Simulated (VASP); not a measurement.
# Ge (I4_1/amd) in VASP: single point with HSE06

Aim: the single point of Ge with HSE06.

Everything below comes from runs of VASP 6.6.1. Logs are shortened: lines on timing, memory, paths and dates and some standing lists are left out, and cuts for length are marked.

## (1) The cell of the first run

It takes space group I4_1/amd (No. 141, tetragonal). Conventional cell: a = 3.822 Å, b = 3.822 Å, c = 5.859 Å, α = 90.00°, β = 90.00°, γ = 90.00°. Ge (site symmetry -4m2) has 4 Ge at 2.41 Å within 3.2 Å.

## (2) Single point, HSE06 (epitaxial xy strain -4.7%)

The input, POSCAR:

```
Ge
1.0
    0.0000000000      2.7024057076      2.9292750732
    2.7024057076      0.0000000000      2.9292750732
    2.7024057076      2.7024057076      0.0000000000
Ge
2
Direct
    0.0000000000      0.0000000000      0.0000000000
    0.2500000000      0.2500000000      0.2500000000
```

The input, INCAR.step1:

```
SYSTEM = Ge
PREC     = Accurate       ! precision mode
ENCUT    = 410            ! plane-wave cutoff, eV
EDIFF    = 1E-5           ! SCF threshold, eV
ISMEAR   = -1             ! smearing method
SIGMA    = 0.02           ! smearing width, eV
LREAL    = .False.        ! projectors in reciprocal space
LASPH    = .True.         ! aspherical terms in the spheres
NELM     = 120            ! most SCF steps
ALGO     = Normal         ! electronic algorithm
ISIF     = 2              ! what is computed and relaxed
LWAVE    = .True.         ! write WAVECAR
LCHARG   = .False.        ! write CHGCAR
GGA      = PE             ! functional
NBANDS   = 21             ! bands
GGA_COMPAT= .False.      
KPAR     = 4
```

The input, INCAR.step2:

```
SYSTEM = Ge
PREC     = Accurate       ! precision mode
ENCUT    = 410            ! plane-wave cutoff, eV
EDIFF    = 1E-6           ! SCF threshold, eV
ISMEAR   = -1             ! smearing method
SIGMA    = 0.02           ! smearing width, eV
LREAL    = .False.        ! projectors in reciprocal space
LASPH    = .True.         ! aspherical terms in the spheres
NELM     = 120            ! most SCF steps
ALGO     = Normal         ! electronic algorithm
ISIF     = 2              ! what is computed and relaxed
LWAVE    = .False.        ! write WAVECAR
LCHARG   = .False.        ! write CHGCAR
GGA      = PE             ! functional
LHFCALC  = .True.         ! exact exchange
HFSCREEN = 0.2079         ! screening, 1/A
PRECFOCK = Normal       
ISTART   = 1            
NBANDS   = 21             ! bands
GGA_COMPAT= .False.      
KPAR     = 4
```

The input, KPOINTS:

```
regular mesh
0
Gamma
  6 6 6
  0 0 0
```

Potentials or basis: VASP PAW PBE potentials, release 64 (Ge_d).

Run with:

```
cat potpaw_PBE.64/Ge_d/POTCAR > POTCAR
cp INCAR.step1 INCAR
mpirun -np 4 vasp_std > vasp.out
cp INCAR.step2 INCAR
mpirun -np 4 vasp_std > vasp.out
```

OUTCAR:

```text
SYSTEM = Ge
   PREC = Accurate
   ENCUT = 410
   EDIFF = 1E-6
   ISMEAR = -1
   LREAL = .False.
   LASPH = .True.
   NELM = 120
   ISIF = 2
   GGA = PE
   LHFCALC = .True.
   HFSCREEN = 0.2079
   PRECFOCK = Normal
   ISTART = 1

 ion  position               nearest neighbor table
   1  0.000  0.000  0.000-   2 2.41   2 2.41   2 2.41   2 2.41
   2  0.250  0.250  0.250-   1 2.41   1 2.41   1 2.41   1 2.41

  LATTYP: Found a body centered tetragonal cell.
 ALAT       =     3.8217788027
 C/A-ratio  =     1.5329380503

  Lattice vectors:

 A1 = (  -2.7024057076,   0.0000000000,   2.9292750732)
 A2 = (   2.7024057076,   0.0000000000,   2.9292750732)
 A3 = (   0.0000000000,   2.7024057076,  -2.9292750732)

Analysis of symmetry for initial positions (statically):
=====================================================================
 Subroutine PRICEL returns:
 Original cell was already a primitive cell.

 Routine SETGRP: Setting up the symmetry group for a
 body centered tetragonal supercell.

 Subroutine GETGRP returns: Found 16 space group operations
 (whereof  8 operations were pure point group operations)
 out of a pool of 16 trial point group operations.

The static configuration has the point symmetry D_2d.
 The point group associated with its full space group is D_4h.

Analysis of symmetry for dynamics (positions and initial velocities):
=====================================================================
 Subroutine PRICEL returns:
 Original cell was already a primitive cell.

 Routine SETGRP: Setting up the symmetry group for a
 body centered tetragonal supercell.

 Subroutine GETGRP returns: Found 16 space group operations
 (whereof  8 operations were pure point group operations)
 out of a pool of 16 trial point group operations.

The dynamic configuration has the point symmetry D_2d.
 The point group associated with its full space group is D_4h.

 Subroutine INISYM returns: Found 16 space group operations
 (whereof  8 operations are pure point group operations),
 and found     1 'primitive' translations

----------------------------------------------------------------------------------------

                                     Primitive cell

  volume of cell :      42.7850

  direct lattice vectors                    reciprocal lattice vectors
     0.000000000  2.702405708  2.929275073    -0.185020332  0.185020332  0.170690696
     2.702405708  0.000000000  2.929275073     0.185020332 -0.185020332  0.170690696
     2.702405708  2.702405708  0.000000000     0.185020332  0.185020332 -0.170690696

  length of vectors
     3.985429596  3.985429596  3.821778803     0.312410563  0.312410563  0.312410563
[... 90 lines left out ...]
   TEBEG  =    0.0;   TEEND  =   0.0 temperature during run
   PSTRESS=    0.0 pullay stress
   NELECT =      28.0000    total number of electrons
   NUPDOWN=      -1.0000    fix difference up-down
   EMIN   =  10.00;   EMAX   =-10.00  energy-range for DOS
   EFERMI =   0.00;   METHOD = LEGACY
   ISMEAR =    -1;   SIGMA  =   0.02  broadening in eV -4-tet -1-fermi 0-gaus
   EFERMI_NEDOS =   21; number of points for ismear=-14 and -15
   IALGO  =     38    algorithm
   IMIX   =      1    mixing-type and parameters
     AMIX     =   0.40;   BMIX     =  1.00
     AMIX_MAG =   1.60;   BMIX_MAG =  1.00
  volume/ion in A,a.u.               =      21.39       144.36
  Fermi-wavevector in a.u.,A,eV,Ry     =   1.421337  2.685938 27.486478  2.020199
  Thomas-Fermi vector in A             =   2.542157
   LORBIT       =      0    0 simple, 1 ext, 2 COOP (PROOUT), +10 PAW based schemes
   GGA     = PE    functional components
   LHFCALC =     T    Hartree Fock is set to
   PRECFOCK=normal    Normal, Fast or Accurate (Low or Medium for compatibility)
   ENCUT4O =  -1.0   cutoff for four orbital integrals eV
   NKREDX  =     1    reduce k-point grid by
   NKREDY  =     1    reduce k-point grid by
   NKREDZ  =     1    reduce k-point grid by
   AEXX    =    0.2500 exact exchange contribution
   HFSCREEN=    0.2079 screening length (either q_TF or 0.3 A-1)
   HFSCREENC=   0.2079 screening length for correlation (either q_TF or 0.3 A-1)
   ENCUTFOCK=  -1.0 apply spherical cutoff to Coloumb kernel
   IVDW    =     0    specifies the selected vdW correction
   LEPSILON=     F    determine dielectric tensor
   LRPA    =     F    only Hartree local field effects (RPA)
 non-spin polarized calculation
  energy-cutoff  :      410.00
  volume of cell :       42.78
 maximum number of plane-waves:       819
 NGX is ok and might be reduce to    28
  NGX = 20; NGY = 20; NGZ = 20

 number of electron      28.0000022 magnetization

 Free energy of the ion-electron system (eV)
  ---------------------------------------------------
  ext. energy  EPLUGINS =         0.00000000
  ---------------------------------------------------
  free energy    TOTEN  =       -10.53922308 eV

  energy without entropy =      -10.53922307  energy(sigma->0) =      -10.53922308

 E-fermi :   5.7846     XC(G=0):  -8.4477

 val. band max:        5.5014906322   @ k =   0.0000   0.0000   0.0000
 cond. band min:       6.0866468832   @ k =   0.3333   0.0000   0.3333
 fundamental gap:      0.5851562510
 Fermi energy:         5.7845926237

 k-point     1 :       0.0000    0.0000    0.0000
  band No.  band energies     occupation
      1     -22.7828      2.00000
      2     -22.7828      2.00000
      3     -22.7610      2.00000
      4     -22.7383      2.00000
      5     -22.7295      2.00000
      6     -22.5218      2.00000
[... 565 lines left out ...]
     20      18.3389      0.00000
     21      19.1927      0.00000

 [... further k-points ...]

------------------------ aborting loop because EDIFF is reached ----------------------------------------

  FORCE on cell =-STRESS in cart. coord.  units (eV):
  Direction    XX          YY          ZZ          XY          YZ          ZX
  --------------------------------------------------------------------------------------
  -------------------------------------------------------------------------------------
  Total        2.1909493      2.1909493      0.0185374      0.0000000     -0.0000000      0.0000000
  in kB       82.0449120     82.0449120      0.6941752      0.0000000     -0.0000000      0.0000000
  external PRESSURE =      54.9279997 kB  Pullay stress =       0.0000000 kB

 VOLUME and BASIS-vectors are now :
 -----------------------------------------------------------------------------
  energy-cutoff  :      410.00
  volume of cell :       42.78
      direct lattice vectors                 reciprocal lattice vectors
     0.000000000  2.702405708  2.929275073    -0.185020332  0.185020332  0.170690696
     2.702405708  0.000000000  2.929275073     0.185020332 -0.185020332  0.170690696
     2.702405708  2.702405708  0.000000000     0.185020332  0.185020332 -0.170690696

 POSITION                                       TOTAL-FORCE (eV/Angst)
 -----------------------------------------------------------------------------------
      0.00000      0.00000      0.00000        -0.000000     -0.000000      0.000000
      1.35120      1.35120      1.46464         0.000000      0.000000     -0.000000
 -----------------------------------------------------------------------------------
    total drift:                               -0.000003      0.000002      0.000002

  FREE ENERGIE OF THE ION-ELECTRON SYSTEM (eV)
  ---------------------------------------------------
  free  energy   TOTEN  =       -10.5392230807 eV

  energy  without entropy=      -10.5392230724  energy(sigma->0) =      -10.53922308
```

OUTCAR.step1:

```text
SYSTEM = Ge
   PREC = Accurate
   ENCUT = 410
   EDIFF = 1E-5
   ISMEAR = -1
   LREAL = .False.
[... 801 lines left out ...]
      0.00000      0.00000      0.00000         0.000000      0.000000     -0.000000
      1.35120      1.35120      1.46464        -0.000000     -0.000000      0.000000
 -----------------------------------------------------------------------------------
    total drift:                                0.000000      0.000000      0.000000

  FREE ENERGIE OF THE ION-ELECTRON SYSTEM (eV)
  ---------------------------------------------------
  free  energy   TOTEN  =        -8.8264293783 eV

  energy  without entropy=       -8.8257406718  energy(sigma->0) =       -8.82608503
```

OSZICAR.step1:

```text
N       E                     dE             d eps       ncg     rms          rms(c)
DAV:   1     0.174973826717E+03    0.17497E+03   -0.12807E+04  1403   0.326E+03
DAV:   2     0.158927076506E+02   -0.15908E+03   -0.15427E+03  1265   0.569E+02
DAV:   3    -0.818919150244E+01   -0.24082E+02   -0.23935E+02  1460   0.133E+02
DAV:   4    -0.892120677917E+01   -0.73202E+00   -0.73160E+00  1430   0.275E+01
DAV:   5    -0.893273178183E+01   -0.11525E-01   -0.11525E-01  1435   0.371E+00    0.345E+00
DAV:   6    -0.886067963973E+01    0.72052E-01   -0.24146E-02  1449   0.139E+00    0.204E+00
DAV:   7    -0.882454869174E+01    0.36131E-01   -0.56907E-02  1432   0.203E+00    0.145E-01
DAV:   8    -0.882628879507E+01   -0.17401E-02   -0.59937E-03  1415   0.888E-01    0.474E-02
DAV:   9    -0.882642346970E+01   -0.13467E-03   -0.21283E-04  1451   0.170E-01    0.149E-02
DAV:  10    -0.882642937829E+01   -0.59086E-05   -0.20448E-05  1207   0.619E-02
   1 F= -.88264294E+01 E0= -.88260850E+01  d E =-.688707E-03
```

It took 54 min on 4 MPI ranks of Intel Xeon Platinum 8375C at 2.90GHz (Ice Lake), shared host; peak memory 0.25 GiB.

What came out:

* Free energy: -10.5392 eV
* Pressure: 5.5 GPa
* Band gap on the k mesh: 0.59 eV (least direct gap 1.15 eV)

Stress tensor (GPa, compression positive):
```
8.20 0.00 0.00
0.00 8.20 0.00
0.00 0.00 0.07
```

Caveat: the cell differs from its parent crystal (epitaxial xy strain -4.7%); the stress differs along the axes, from 0 to 8 GPa; the PAW data sets were made with another functional, which shifts forces and pressure a little.
